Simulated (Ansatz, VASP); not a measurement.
# ZrGeSe3: VASP beside Ansatz

```
Zr Ge Se
1.0
     3.73110    0.00000    0.00000
    -1.86555    3.23123    0.00000
     0.00000    0.00000   38.09444
Zr Ge Se
1 1 3
Direct
  0.33333 0.66667 0.32130
  0.00000 0.00000 0.21155
  0.33333 0.66667 0.17461
  0.00000 0.00000 0.36314
  0.66667 0.33333 0.27834
```

Alike in both runs: task single point; functional PBE; dispersion D3(BJ); k mesh 6 × 6 × 1; occupations gaussian, width 0.1 eV; collinear spin.

|  | VASP | Ansatz |
| --- | --- | --- |
| version | VASP 6.6.1 | Ansatz 0.2.0 |
| potentials or method | VASP PAW PBE potentials, release 64 (Zr_sv, Ge_d, Se), cutoff 520 eV | scalar-relativistic, plane waves, PAW |
| valence electrons in the cell | 44 | 74 |

Ansatz gave:

```
rms of the force components (eV/Å) : 0.015
net moment per atom (μB)           : 0.00
```

Q: Estimate VASP's values.

A: rms of the force components (eV/Å): 0.012; net moment per atom (μB): 0.00.

Atom by atom the forces differ by 0.011 eV/Å (rms over components). VASP's potentials hold 44 valence electrons a cell and Ansatz's 74, so a difference there can come from the potentials and not from the codes. Ansatz's warnings: seeded moment not kept, structure snapped to symmetry.
